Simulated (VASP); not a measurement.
TiNi, 2 atoms in the cell. It takes space group P4/mmm (No. 123, tetragonal). The conventional cell has a = 2.736 Å, b = 2.736 Å, c = 3.581 Å, α = 90.00°, β = 90.00°, γ = 90.00°. Within 3.6 Å of Ti (site symmetry 4/mmm) lie 8 Ni at 2.64 Å and 6 Ti at 2.74 to 3.58 Å. Within 3.6 Å of Ni (site symmetry 4/mmm) lie 8 Ti at 2.64 Å and 6 Ni at 2.74 to 3.58 Å. 

* Program: VASP 6.6.1
* Task: single point
* Functional: r2SCAN
* Potentials or basis: VASP PAW PBE potentials, release 64 (Ti_sv, Ni)
* Cutoff: 520 eV
* k mesh: 12 × 12 × 9
* Occupations: fermi-dirac, width 0.15 eV
* Spin: collinear spin, ferromagnetic start
* Starting moments: [0.55, 0.33] μB
* Fixed moment: 0.9 μB
* Dipole correction: no
* Further INCAR settings: ALGO = Normal; EDIFF = 1e-07; NBANDS = 22

Potentials or basis: VASP PAW PBE potentials, release 64 (Ti_sv, Ni).

The run is started by

```console
$ cat potpaw_PBE.64/Ti_sv/POTCAR potpaw_PBE.64/Ni/POTCAR > POTCAR
$ cp INCAR.step1 INCAR
$ mpirun -np 1 vasp_std > vasp.out
$ cp INCAR.step2 INCAR
$ mpirun -np 1 vasp_std > vasp.out
```

Hardware: 1 thread of Oxide Virtual Turin-like Processor, with other jobs on the host.

**Question.** Estimate the wall time of this run.

**Answer.** Wall time 7.2 min on 1 thread of Oxide Virtual Turin-like Processor, with other jobs on the host, peak memory 0.21 GiB. Counts: k points 140.
